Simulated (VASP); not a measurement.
# Bi2Te3 (R-3m) in VASP: single point with r2SCAN

Aim: the single point of Bi2Te3 with r2SCAN.

All numbers are computed with VASP 6.6.1; they aren't measurements. Logs are shortened: lines on timing, memory, paths and dates and some standing lists are left out, and cuts for length are marked.

## Step 1: The cell of the first run

The structure is trigonal, space group R-3m (No. 166). Conventional cell: a = 4.348 Å, b = 4.348 Å, c = 31.777 Å, α = 90.00°, β = 90.00°, γ = 120.00°. Bi (site symmetry 3m) has 6 Te at 3.05 to 3.25 Å within 4.0 Å. Within 4.0 Å of Te (site symmetry 3m) lie 3 Bi at 3.05 Å and 3 Te at 3.91 Å. Within 4.6 Å of Te (site symmetry -3m) lie 6 Bi at 3.25 Å and 12 Te at 4.35 to 4.55 Å.

## Step 2: Single point, r2SCAN (epitaxial xy strain -1.0%)

Input file POSCAR:

```
Bi2Te3
1.0
    2.1737683504      1.2550257423     10.5922188232
   -2.1737683504      1.2550257423     10.5922188232
    0.0000000000     -2.5100514845     10.5922188232
Bi Te
2 3
Direct
    0.3981034008      0.3981034008      0.3981034008
    0.6018965992      0.6018965992      0.6018965992
    0.2139092615      0.2139092615      0.2139092615
    0.7860907385      0.7860907385      0.7860907385
    0.0000000000      0.0000000000      0.0000000000
```

Input file INCAR.step1:

```
  PREC = Accurate
  ENCUT = 520
  ISMEAR = 0
  SIGMA = 0.01
  LREAL = F
  LASPH = T
  NELM = 60
  NBANDS = 32
  GGA = PE
  ALGO = Normal
  EDIFF = 1E-4
  LWAVE = T
  LCHARG = F
```

Input file INCAR.step2:

```
  PREC = Accurate
  ENCUT = 520
  EDIFF = 1E-7
  ISMEAR = 0
  SIGMA = 0.01
  LREAL = F
  LASPH = T
  NELM = 60
  ALGO = Normal
  ISIF = 2
  LWAVE = F
  LCHARG = T
  METAGGA = R2SCAN
  LMIXTAU = T
  LELF = T
  LVHAR = T
  NBANDS = 32
  ISTART = 1
```

Input file KPOINTS:

```
Automatic mesh
0
Gamma
  8 8 8
```

Potentials or basis: VASP PAW PBE potentials, release 64 (Bi_d, Te).

Command:

```
> cat potpaw_PBE.64/Bi_d/POTCAR potpaw_PBE.64/Te/POTCAR > POTCAR
> cp INCAR.step1 INCAR
> mpirun -np 1 vasp_std > vasp.out
> cp INCAR.step2 INCAR
> mpirun -np 1 vasp_std > vasp.out
```

OUTCAR:

```text
PREC = Accurate
   ENCUT = 520
   EDIFF = 1E-7
   ISMEAR = 0
   LREAL = F
   LASPH = T
   NELM = 60
   ISIF = 2
   METAGGA = R2SCAN
   ISTART = 1

 ion  position               nearest neighbor table
   1  0.398  0.398  0.398-   4 3.05   4 3.05   4 3.05   5 3.25   5 3.25   5 3.25
   2  0.602  0.602  0.602-   3 3.05   3 3.05   3 3.05   5 3.25   5 3.25   5 3.25
   3  0.214  0.214  0.214-   2 3.05   2 3.05   2 3.05
   4  0.786  0.786  0.786-   1 3.05   1 3.05   1 3.05
   5  0.000  0.000  0.000-   2 3.25   2 3.25   1 3.25   1 3.25   2 3.25   1 3.25

  LATTYP: Found a trigonal (rhomboedric) cell.
 ALAT       =    10.8855619080
 COS(alpha) =     0.9202455703

  Lattice vectors:

 A1 = (   2.1737683504,   1.2550257423,  10.5922188232)
 A2 = (  -2.1737683504,   1.2550257423,  10.5922188232)
 A3 = (   0.0000000000,  -2.5100514845,  10.5922188232)

Analysis of symmetry for initial positions (statically):
=====================================================================
 Subroutine PRICEL returns:
 Original cell was already a primitive cell.

 Routine SETGRP: Setting up the symmetry group for a
 trigonal (rhombohedral) supercell.

 Subroutine GETGRP returns: Found 12 space group operations
 (whereof 12 operations were pure point group operations)
 out of a pool of 12 trial point group operations.

The static configuration has the point symmetry D_3d.

Analysis of symmetry for dynamics (positions and initial velocities):
=====================================================================
 Subroutine PRICEL returns:
 Original cell was already a primitive cell.

 Routine SETGRP: Setting up the symmetry group for a
 trigonal (rhombohedral) supercell.

 Subroutine GETGRP returns: Found 12 space group operations
 (whereof 12 operations were pure point group operations)
 out of a pool of 12 trial point group operations.

The dynamic configuration has the point symmetry D_3d.

 Subroutine INISYM returns: Found 12 space group operations
 (whereof 12 operations are pure point group operations),
 and found     1 'primitive' translations

----------------------------------------------------------------------------------------

                                     Primitive cell

  volume of cell :     173.3820

  direct lattice vectors                    reciprocal lattice vectors
     2.173768350  1.255025742 10.592218823     0.230015310  0.132799401  0.031469642
    -2.173768350  1.255025742 10.592218823    -0.230015310  0.132799401  0.031469642
     0.000000000 -2.510051484 10.592218823     0.000000000 -0.265598802  0.031469642

  length of vectors
    10.885561908 10.885561908 10.885561908     0.267456654  0.267456654  0.267456654

  position of ions in fractional coordinates (direct lattice)
     0.398103401  0.398103401  0.398103401
     0.601896599  0.601896599  0.601896599
     0.213909261  0.213909261  0.213909261
     0.786090739  0.786090739  0.786090739
     0.000000000  0.000000000  0.000000000

  ion indices of the primitive-cell ions
   primitive index   ion index
                 1           1
                 2           2
                 3           3
                 4           4
                 5           5

----------------------------------------------------------------------------------------

 KPOINTS: Automatic mesh

Automatic generation of k-mesh.
 Grid dimensions read from file:
 generate k-points for:    8    8    8

 Generating k-lattice:

  Cartesian coordinates                     Fractional coordinates (reciprocal lattice)
     0.028751914  0.016599925  0.003933705     0.125000000 -0.000000000 -0.000000000
    -0.028751914  0.016599925  0.003933705    -0.000000000  0.125000000 -0.000000000
     0.000000000 -0.033199850  0.003933705     0.000000000  0.000000000  0.125000000

  Length of vectors
     0.033432082  0.033432082  0.033432082

  Shift w.r.t. Gamma in fractional coordinates (k-lattice)
     0.000000000  0.000000000  0.000000000

 Subroutine IBZKPT returns following result:
 ===========================================

 Found     65 irreducible k-points:

 Following reciprocal coordinates:
            Coordinates               Weight
  0.000000  0.000000  0.000000      1.000000
  0.125000 -0.000000 -0.000000      6.000000
  0.250000 -0.000000 -0.000000      6.000000
  0.375000 -0.000000  0.000000      6.000000
  0.500000 -0.000000 -0.000000      3.000000
  0.125000  0.125000 -0.000000      6.000000
[... 16 lines left out ...]
  0.250000  0.125000  0.125000      6.000000
  0.375000  0.125000  0.125000      6.000000
 [... further k-points ...]
   k-points           NKPTS =     65   k-points in BZ     NKDIM =     65   number of bands    NBANDS=     32
   number of dos      NEDOS =    301   number of ions     NIONS =      5
   total plane-waves  NPLWV = 592704
   dimension x,y,z NGX =    84 NGY =   84 NGZ =   84
   dimension x,y,z NGXF=   168 NGYF=  168 NGZF=  168
   ions per type =               2   3
   NGX,Y,Z   is equivalent  to a cutoff of  12.83, 12.83, 12.83 a.u.
   NGXF,Y,Z  is equivalent  to a cutoff of  25.66, 25.66, 25.66 a.u.
 SYSTEM =  unknown system
   PREC   = accura    normal or accurate (medium, high low for compatibility)
   ISTART =      1    job   : 0-new  1-cont  2-samecut
   ICHARG =      0    charge: 1-file 2-atom 10-const
   ISPIN  =      1    spin polarized calculation?
   LNONCOLLINEAR =      F non collinear calculations
   LSORBIT =      F    spin-orbit coupling
   LASPH  =      T    aspherical Exc in radial PAW
   ENCUT  =  520.0 eV  38.22 Ry    6.18 a.u.  20.24 20.24 20.24*2*pi/ulx,y,z
   NELM   =     60;   NELMIN=  2; NELMDL=  0     # of ELM steps
   EDIFF  = 0.1E-06   stopping-criterion for ELM
   LREAL  =      F    real-space projection
   EDIFFG = 0.1E-05   stopping-criterion for IOM
   NSW    =      0    number of steps for IOM
   IBRION =     -1    ionic relax: 0-MD 1-quasi-New 2-CG
   NFREE  =      0    steps in history (QN), initial steepest desc. (CG)
   ISIF   =      2    stress and relaxation
   ISYM   =      2    0-nonsym 1-usesym 2-fastsym
   POTIM  = 0.5000    time-step for ionic-motion
   TEBEG  =    0.0;   TEEND  =   0.0 temperature during run
   PSTRESS=    0.0 pullay stress
   NELECT =      48.0000    total number of electrons
   NUPDOWN=      -1.0000    fix difference up-down
   EMIN   =  10.00;   EMAX   =-10.00  energy-range for DOS
   EFERMI =   0.00;   METHOD = LEGACY
   ISMEAR =     0;   SIGMA  =   0.01  broadening in eV -4-tet -1-fermi 0-gaus
   EFERMI_NEDOS =   21; number of points for ismear=-14 and -15
   IALGO  =     38    algorithm
   IMIX   =      4    mixing-type and parameters
     AMIX     =   0.40;   BMIX     =  1.00
     AMIX_MAG =   1.60;   BMIX_MAG =  1.00
  volume/ion in A,a.u.               =      34.68       234.01
  Fermi-wavevector in a.u.,A,eV,Ry     =   1.066974  2.016289 15.489331  1.138434
  Thomas-Fermi vector in A             =   2.202576
   LORBIT       =      0    0 simple, 1 ext, 2 COOP (PROOUT), +10 PAW based schemes
   METAGGA = R2SCAN    functional components
   LHFCALC =     F    Hartree Fock is set to
   AEXX    =    0.0000 exact exchange contribution
   IVDW    =     0    specifies the selected vdW correction
   LEPSILON=     F    determine dielectric tensor
   LRPA    =     F    only Hartree local field effects (RPA)
 non-spin polarized calculation
 Gauss-broadening in eV      SIGMA  =   0.01
  energy-cutoff  :      520.00
  volume of cell :      173.38
 maximum number of plane-waves:      4696
 NGX is ok and might be reduce to    84
   NGX = 41   NGY = 41   NGZ = 41

 number of electron      47.9999997 magnetization

 Free energy of the ion-electron system (eV)
  ---------------------------------------------------
  ext. energy  EPLUGINS =         0.00000000
  ---------------------------------------------------
  free energy    TOTEN  =      -194.56743006 eV

  energy without entropy =     -194.56743006  energy(sigma->0) =     -194.56743006

 E-fermi :   5.8137     XC(G=0):  -9.7006

 val. band max:        5.6968404217   @ k =   0.0000   0.0000   0.0000
 cond. band min:       6.4904566183   @ k =   0.0000   0.0000   0.0000
 fundamental gap:      0.7936161966
 Fermi energy:         5.8137367374

 k-point     1 :       0.0000    0.0000    0.0000
  band No.  band energies     occupation
      1     -18.1758      2.00000
      2     -18.1758      2.00000
      3     -18.1742      2.00000
      4     -18.1742      2.00000
      5     -18.1615      2.00000
      6     -18.1601      2.00000
[... 24 lines left out ...]
     31      11.0000      0.00000
     32      11.9977      0.00000

 k-point     2 :       0.1250   -0.0000   -0.0000
  band No.  band energies     occupation
      1     -18.1776      2.00000
      2     -18.1757      2.00000
      3     -18.1742      2.00000
      4     -18.1726      2.00000
      5     -18.1604      2.00000
      6     -18.1591      2.00000
[... 24 lines left out ...]
     31      10.8130      0.00000
     32      11.3332      0.00000

 k-point     3 :       0.2500   -0.0000   -0.0000
  band No.  band energies     occupation
      1     -18.1823      2.00000
      2     -18.1798      2.00000
      3     -18.1712      2.00000
      4     -18.1695      2.00000
      5     -18.1616      2.00000
      6     -18.1596      2.00000
[... 24 lines left out ...]
     31      10.0431      0.00000
     32      11.7767      0.00000

 k-point     4 :       0.3750   -0.0000    0.0000
  band No.  band energies     occupation
      1     -18.1873      2.00000
      2     -18.1843      2.00000
      3     -18.1699      2.00000
      4     -18.1675      2.00000
      5     -18.1635      2.00000
      6     -18.1614      2.00000
[... 654 lines left out ...]
     31      11.0123      0.00000
     32      11.9549      0.00000

 k-point    23 :       0.2500    0.1250    0.1250
  band No.  band energies     occupation
      1     -18.1776      2.00000
      2     -18.1757      2.00000
      3     -18.1742      2.00000
      4     -18.1726      2.00000
      5     -18.1604      2.00000
      6     -18.1592      2.00000
[... 24 lines left out ...]
     31      10.7971      0.00000
     32      11.4331      0.00000

 k-point    24 :       0.3750    0.1250    0.1250
  band No.  band energies     occupation
      1     -18.1823      2.00000
      2     -18.1798      2.00000
      3     -18.1712      2.00000
      4     -18.1695      2.00000
      5     -18.1616      2.00000
      6     -18.1596      2.00000
[... 24 lines left out ...]
     31      10.0716      0.00000
     32      11.7099      0.00000

 [... further k-points ...]

------------------------ aborting loop because EDIFF is reached ----------------------------------------

  FORCE on cell =-STRESS in cart. coord.  units (eV):
  Direction    XX          YY          ZZ          XY          YZ          ZX
  --------------------------------------------------------------------------------------
  -------------------------------------------------------------------------------------
  Total        1.7639034      1.7639034      0.9301591      0.0000000      0.0000000      0.0000000
  in kB       16.2997626     16.2997626      8.5953530      0.0000000      0.0000000      0.0000000
  external PRESSURE =      13.7316261 kB  Pullay stress =       0.0000000 kB

 VOLUME and BASIS-vectors are now :
 -----------------------------------------------------------------------------
  energy-cutoff  :      520.00
  volume of cell :      173.38
      direct lattice vectors                 reciprocal lattice vectors
     2.173768350  1.255025742 10.592218823     0.230015310  0.132799401  0.031469642
    -2.173768350  1.255025742 10.592218823    -0.230015310  0.132799401  0.031469642
     0.000000000 -2.510051484 10.592218823     0.000000000 -0.265598802  0.031469642

 POSITION                                       TOTAL-FORCE (eV/Angst)
 -----------------------------------------------------------------------------------
      0.00000      0.00000     12.65040         0.000000      0.000000      0.023001
      0.00000      0.00000     19.12626         0.000000     -0.000000     -0.023001
      0.00000      0.00000      6.79732         0.000000      0.000000      0.011826
      0.00000      0.00000     24.97934         0.000000     -0.000000     -0.011826
      0.00000      0.00000      0.00000         0.000000     -0.000000     -0.000000
 -----------------------------------------------------------------------------------
    total drift:                                0.000000     -0.000000      0.000000

  FREE ENERGIE OF THE ION-ELECTRON SYSTEM (eV)
  ---------------------------------------------------
  free  energy   TOTEN  =      -194.5674300563 eV

  energy  without entropy=     -194.5674300563  energy(sigma->0) =     -194.56743006
```

It took 82 min on 1 thread of Intel Xeon 6975P-C (Granite Rapids), shared host; peak memory 1.4 GiB.

Results:

```
Free energy            : -194.5674 eV
Pressure               : 1.4 GPa
Largest force          : 0.023 eV/Å
Band gap on the k mesh : 0.79 eV
```

Forces on the atoms (eV/Å):
```
Bi   0.000  0.000  0.023
Bi   0.000  0.000 -0.023
Te   0.000  0.000  0.012
Te   0.000  0.000 -0.012
Te   0.000  0.000  0.000
```

Stress tensor (GPa, compression positive):
```
1.63 0.00 0.00
0.00 1.63 0.00
0.00 0.00 0.86
```

Caveat: the cell differs from its parent crystal (epitaxial xy strain -1.0%); the PAW data sets were made with another functional, which shifts forces and pressure a little; spin-orbit coupling is left out, which moves the levels of the heavy elements.
